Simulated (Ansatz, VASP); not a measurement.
# HfSi2O6: VASP beside Ansatz

```
CELL_PARAMETERS angstrom
3.56514 0.00000 0.00000
-1.78257 3.08750 0.00000
0.00000 0.00000 7.47100
ATOMIC_POSITIONS crystal
Hf 0.00000 0.00000 0.50000
Si 0.33333 0.66667 0.14904
Si 0.66667 0.33333 0.85096
O 0.00000 0.00000 0.21613
O 0.66667 0.33333 0.60694
O 0.33333 0.66667 0.91887
O 0.33333 0.66667 0.39306
O 0.00000 0.00000 0.78387
O 0.66667 0.33333 0.08113
```

Alike in both runs: functional PBE; k mesh 12 × 12 × 4; occupations gaussian, width 0.02 eV; no spin polarisation.

Ansatz relaxed the structure, and its values are those at the end. VASP's run is a single point on that final structure, the one shown.

|  | VASP | Ansatz |
| --- | --- | --- |
| version | VASP 6.6.1 | Ansatz 0.2.0 |
| potentials or method | VASP PAW PBE potentials, release 64 (Hf_pv, Si, O), cutoff 520 eV | scalar-relativistic, plane waves, PAW |
| valence electrons in the cell | 54 | 70 |

VASP gave:

```
gap on the k mesh at the Fermi level (eV) : 1.88
least direct gap on the mesh (eV)         : 1.88
pressure (GPa)                            : -1.3
rms of the force components (eV/Å)        : 0.057
```

Q: What did Ansatz give for the same quantities?

A: gap on the k mesh at the Fermi level (eV): 1.90; least direct gap on the mesh (eV): 1.90; pressure (GPa): 0.0; rms of the force components (eV/Å): 0.001.

VASP's potentials hold 54 valence electrons a cell and Ansatz's 70, so a difference there can come from the potentials and not from the codes.

Spin-orbit coupling is off throughout.
